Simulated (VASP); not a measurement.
# ZnO in VASP: settings compared, part 2 of 2

VASP 6.6.1.

**6. Single point, r2SCAN (uniaxial z strain +5.3%)**

The input, POSCAR:

```
ZnO
1.0
    0.0000000000      2.1337703963      2.2477137355
    2.1337703963      0.0000000000      2.2477137355
    2.1337703963      2.1337703963      0.0000000000
Zn O
1 1
Direct
    0.0000000000      0.0000000000      0.0000000000
    0.5000000000      0.5000000000      0.5000000000
```

The input, INCAR.step1:

```
  PREC = Accurate
  ENCUT = 520
  ISMEAR = 0
  SIGMA = 0.01
  LREAL = F
  LASPH = T
  NELM = 80
  NBANDS = 16
  GGA = PE
  ALGO = Normal
  EDIFF = 1E-4
  LWAVE = T
  LCHARG = F
```

The input, INCAR.step2:

```
  PREC = Accurate
  ENCUT = 520
  EDIFF = 1E-6
  ISMEAR = 0
  SIGMA = 0.01
  LREAL = F
  LASPH = T
  NELM = 80
  ALGO = Normal
  ISIF = 2
  LWAVE = F
  LCHARG = F
  METAGGA = R2SCAN
  LMIXTAU = T
  NBANDS = 16
  ISTART = 1
```

The input, KPOINTS:

```
regular mesh
0
Gamma
  10 10 10
```

Potentials or basis: VASP PAW PBE potentials, release 64 (Zn, O).

Run with:

```bash
> cat potpaw_PBE.64/Zn/POTCAR potpaw_PBE.64/O/POTCAR > POTCAR
> cp INCAR.step1 INCAR
> mpirun -np 1 vasp_std > vasp.out
> cp INCAR.step2 INCAR
> mpirun -np 1 vasp_std > vasp.out
```

OUTCAR:

```text
PREC = Accurate
   ENCUT = 520
   EDIFF = 1E-6
   ISMEAR = 0
   LREAL = F
   LASPH = T
   NELM = 80
   ISIF = 2
   METAGGA = R2SCAN
   ISTART = 1

 ion  position               nearest neighbor table
   1  0.000  0.000  0.000-   2 2.13   2 2.13   2 2.13   2 2.13   2 2.25   2 2.25
   2  0.500  0.500  0.500-   1 2.13   1 2.13   1 2.13   1 2.13   1 2.25   1 2.25

  LATTYP: Found a body centered tetragonal cell.
 ALAT       =     3.0176070334
 C/A-ratio  =     1.4897325666

  Lattice vectors:

 A1 = (  -2.1337703963,   0.0000000000,   2.2477137355)
 A2 = (   2.1337703963,   0.0000000000,   2.2477137355)
 A3 = (   0.0000000000,   2.1337703963,  -2.2477137355)

Analysis of symmetry for initial positions (statically):
=====================================================================
 Subroutine PRICEL returns:
 Original cell was already a primitive cell.

 Routine SETGRP: Setting up the symmetry group for a
 body centered tetragonal supercell.

 Subroutine GETGRP returns: Found 16 space group operations
 (whereof 16 operations were pure point group operations)
 out of a pool of 16 trial point group operations.

The static configuration has the point symmetry D_4h.

Analysis of symmetry for dynamics (positions and initial velocities):
=====================================================================
 Subroutine PRICEL returns:
 Original cell was already a primitive cell.

 Routine SETGRP: Setting up the symmetry group for a
 body centered tetragonal supercell.

 Subroutine GETGRP returns: Found 16 space group operations
 (whereof 16 operations were pure point group operations)
 out of a pool of 16 trial point group operations.

The dynamic configuration has the point symmetry D_4h.

 Subroutine INISYM returns: Found 16 space group operations
[... 106 lines left out ...]
   TEBEG  =    0.0;   TEEND  =   0.0 temperature during run
   PSTRESS=    0.0 pullay stress
   NELECT =      18.0000    total number of electrons
   NUPDOWN=      -1.0000    fix difference up-down
   EMIN   =  10.00;   EMAX   =-10.00  energy-range for DOS
   EFERMI =   0.00;   METHOD = LEGACY
   ISMEAR =     0;   SIGMA  =   0.01  broadening in eV -4-tet -1-fermi 0-gaus
   EFERMI_NEDOS =   21; number of points for ismear=-14 and -15
   IALGO  =     38    algorithm
   IMIX   =      4    mixing-type and parameters
     AMIX     =   0.40;   BMIX     =  1.00
     AMIX_MAG =   1.60;   BMIX_MAG =  1.00
  volume/ion in A,a.u.               =      10.23        69.06
  Fermi-wavevector in a.u.,A,eV,Ry     =   1.568472  2.963983 33.471769  2.460106
  Thomas-Fermi vector in A             =   2.670498
   LORBIT       =      0    0 simple, 1 ext, 2 COOP (PROOUT), +10 PAW based schemes
   METAGGA = R2SCAN    functional components
   LHFCALC =     F    Hartree Fock is set to
   AEXX    =    0.0000 exact exchange contribution
   IVDW    =     0    specifies the selected vdW correction
   LEPSILON=     F    determine dielectric tensor
   LRPA    =     F    only Hartree local field effects (RPA)
 non-spin polarized calculation
 Gauss-broadening in eV      SIGMA  =   0.01
  energy-cutoff  :      520.00
  volume of cell :       20.47
 maximum number of plane-waves:       568
   NGX = 11   NGY = 11   NGZ = 11

 number of electron      18.0000015 magnetization

 Free energy of the ion-electron system (eV)
  ---------------------------------------------------
  ext. energy  EPLUGINS =         0.00000000
  ---------------------------------------------------
  free energy    TOTEN  =       -17.92011175 eV

  energy without entropy =      -17.92011175  energy(sigma->0) =      -17.92011175

 E-fermi :   2.2049     XC(G=0): -12.7969

 val. band max:        2.0817165189   @ k =   0.5000   0.0000   0.0000
 cond. band min:       3.2504799521   @ k =   0.0000   0.0000   0.0000
 fundamental gap:      1.1687634331
 Fermi energy:         2.2049458529

 k-point     1 :       0.0000    0.0000    0.0000
  band No.  band energies     occupation
      1     -17.2259      2.00000
      2      -2.9574      2.00000
      3      -2.8990      2.00000
      4      -2.8990      2.00000
      5      -2.8083      2.00000
      6      -2.7011      2.00000
[... 433 lines left out ...]
      3      -3.2622      2.00000
      4      -2.8658      2.00000
      5      -2.6613      2.00000
      6      -2.5357      2.00000
[... 8 lines left out ...]
     15      29.9043      0.00000
     16      30.5316      0.00000

 [... further k-points ...]
[... 5 lines left out ...]
  --------------------------------------------------------------------------------------
  -------------------------------------------------------------------------------------
  Total       -0.7524018     -0.7524018     -1.1859947      0.0000000     -0.0000000     -0.0000000
  in kB      -58.8971176    -58.8971176    -92.8382510      0.0000000     -0.0000000     -0.0000000
  external PRESSURE =     -70.2108287 kB  Pullay stress =       0.0000000 kB

 VOLUME and BASIS-vectors are now :
 -----------------------------------------------------------------------------
  energy-cutoff  :      520.00
  volume of cell :       20.47
      direct lattice vectors                 reciprocal lattice vectors
     0.000000000  2.133770396  2.247713736    -0.234326993  0.234326993  0.222448256
     2.133770396  0.000000000  2.247713736     0.234326993 -0.234326993  0.222448256
     2.133770396  2.133770396  0.000000000     0.234326993  0.234326993 -0.222448256

 POSITION                                       TOTAL-FORCE (eV/Angst)
 -----------------------------------------------------------------------------------
      0.00000      0.00000      0.00000         0.000000      0.000000     -0.000000
      2.13377      2.13377      2.24771         0.000000      0.000000      0.000000
 -----------------------------------------------------------------------------------
    total drift:                                0.000000     -0.000000     -0.000000

  FREE ENERGIE OF THE ION-ELECTRON SYSTEM (eV)
  ---------------------------------------------------
  free  energy   TOTEN  =       -17.9201117459 eV

  energy  without entropy=      -17.9201117459  energy(sigma->0) =      -17.92011175
```

Run time: 39 s. Hardware: 1 thread of Intel Xeon 6975P-C (Granite Rapids), shared host; peak memory 0.16 GiB.

Results:

```
Free energy            : -17.9201 eV
Pressure               : -7.0 GPa
Band gap on the k mesh : 1.17 eV, indirect (least direct gap 2.42 eV)
```

Levels at points of the mesh, in eV from the valence-band top:
```csv
k point,band 7,band 8,band 9,band 10,band 11,band 12
"(0.00, 0.00, 0.00)",-1.48,-1.48,-1.25,1.17,18.21,18.47
"(0.50, 0.00, 0.00)",-3.75,-0.31,0.00,5.93,9.44,12.87
"(0.50, 0.50, 0.00)",-4.35,-2.66,-2.66,4.68,10.70,12.13
"(0.50, 0.00, 0.50)",-4.23,-3.07,-2.59,4.64,11.45,11.50
```

Caveat: the cell differs from its parent crystal (uniaxial z strain +5.3%); the PAW data sets were made with another functional, which shifts forces and pressure a little. A k mesh can miss the band edges.

**7. Overview**

| level | cell | smearing | gap on the mesh (eV) | pressure (GPa) |
| --- | --- | --- | --- | --- |
| PBE | a = 3.018, b = 3.042, c = 3.042 Å, angles 59.5, 60.3, 60.3°, 2 atoms | fermi-dirac 0.02 eV | 0.80 | 6.0 |
| PBE | a = 3.099, b = 3.099, c = 3.018 Å, angles 60.9, 60.9, 58.3°, 2 atoms | fermi-dirac 0.02 eV | 0.56 | 0.2 |
| PBE | a = 2.968 Å, angles 61.1°, 2 atoms | fermi-dirac 0.02 eV | 1.02 | 14.6 |
| r2SCAN | a = 3.018, b = 3.042, c = 3.042 Å, angles 59.5, 60.3, 60.3°, 2 atoms | gaussian 0.01 eV | 1.42 | -1.5 |
| r2SCAN | a = 3.099, b = 3.099, c = 3.018 Å, angles 60.9, 60.9, 58.3°, 2 atoms | gaussian 0.01 eV | 1.17 | -7.0 |

Alike in all rows: task single point; potentials or basis VASP PAW PBE potentials, release 64 (Zn, O); no spin polarisation; k mesh 10 × 10 × 10; cutoff (eV) 520.

Caveats: the PAW data sets were made with another functional, which shifts forces and pressure a little (some runs).

Absolute energies hang on the potentials; compare differences alone.
